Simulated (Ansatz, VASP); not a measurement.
Two plane-wave programs on KI

```
CELL_PARAMETERS angstrom
0.00000 3.46066 3.46066
3.46066 0.00000 3.46066
3.46066 3.46066 0.00000
ATOMIC_POSITIONS crystal
I 0.50000 0.50000 0.50000
K 0.00000 0.00000 0.00000
```

Alike in both runs: task single point; functional HSE06; k mesh 4 × 4 × 4; occupations fermi-dirac, width 0.05 eV; no spin polarisation.

```csv
,VASP,Ansatz
version,VASP 6.6.1,Ansatz 0.2.0
potentials or method,"VASP PAW PBE potentials, release 64 (I, K_sv)",Ansatz PAW
plane-wave cutoff (eV),520,420
valence electrons in the cell,16,26
```

```tsv
	VASP	Ansatz	Ansatz less VASP
gap on the k mesh at the Fermi level (eV)	5.12	5.13	+0.014
least direct gap on the mesh (eV)	5.12	5.13	+0.014
pressure (GPa)	1.4	1.3	-0.02
```

VASP's potentials hold 16 valence electrons a cell and Ansatz's 26, so a difference there can come from the potentials and not from the codes.

Spin-orbit coupling is off throughout.
